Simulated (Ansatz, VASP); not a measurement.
# Si2Ni: VASP beside Ansatz

```xyz
3
Lattice="0.0000 2.7234 2.7234 2.7234 0.0000 2.7234 2.7234 2.7234 0.0000" Properties=species:S:1:pos:R:3 pbc="T T T"
Si    1.3617    1.3617    1.3617
Si    4.0851    4.0851    4.0851
Ni    0.0000    0.0000    0.0000
```

Alike in both runs: functional PBE; k mesh 14 × 14 × 14; occupations gaussian, width 0.1 eV; no spin polarisation.

Ansatz relaxed the structure, and its values are those at the end. VASP's run is a single point on that final structure, the one shown.

|  | VASP | Ansatz |
| --- | --- | --- |
| version | VASP 6.6.1 | Ansatz 0.2.0 |
| potentials or method | VASP PAW PBE potentials, release 64 (Si, Ni), cutoff 520 eV | scalar-relativistic, plane waves, PAW |
| valence electrons in the cell | 18 | 26 |

Ansatz gave:

| Item | Value |
| --- | --- |
| gap on the k mesh at the Fermi level (eV) | none |
| pressure (GPa) | 0.0 |

Question: Which values does VASP return?

Answer: gap on the k mesh at the Fermi level (eV): none; pressure (GPa): -0.1.

A gap of «none» marks a metal or a gap that the smearing closes. VASP's potentials hold 18 valence electrons a cell and Ansatz's 26, so a difference there can come from the potentials and not from the codes.
